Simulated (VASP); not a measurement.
The system is Hf.

```
Hf
1.0
     3.19670    0.00000    0.00000
    -1.59835    2.76842    0.00000
     0.00000    0.00000    5.05780
Hf
2
Direct
  0.33333 0.66667 0.25000
  0.66667 0.33333 0.75000
```

* Program: VASP 6.6.1
* Task: relaxation of cell and atoms
* Functional: LDA
* Potentials or basis: VASP PAW LDA potentials, release 64 (Hf_pv)
* Cutoff: 600 eV
* k mesh: 7 × 7 × 4
* Occupations: gaussian, width 0.1 eV
* Spin: no spin polarisation

At the start: pressure -7.3 GPa; volume 22.38 Å³/atom.

How do energy, volume and symmetry change on relaxing?

Over 4 steps the energy falls by 35.9 meV/atom and the volume is 20.89 Å³/atom (-6.7 %); space group P6_3/mmc (No. 194, to 0.05 Å).

The path:
```tsv
step	energy change (eV)	largest force (eV/Å)	pressure (GPa)	volume (Å³)
1	0.0000	0.0000	-7.32	44.76
2	0.0393	0.0000	11.39	38.46
3	-0.0718	0.0000	-0.14	41.83
4	-0.0718	0.0000	0.02	41.77
```

Final structure:
```
Hf
1.0
     3.12078    0.00000    0.00000
    -1.56039    2.70267    0.00000
     0.00000    0.00000    4.95268
Hf
2
Direct
  0.33333 0.66667 0.25000
  0.66667 0.33333 0.75000
```
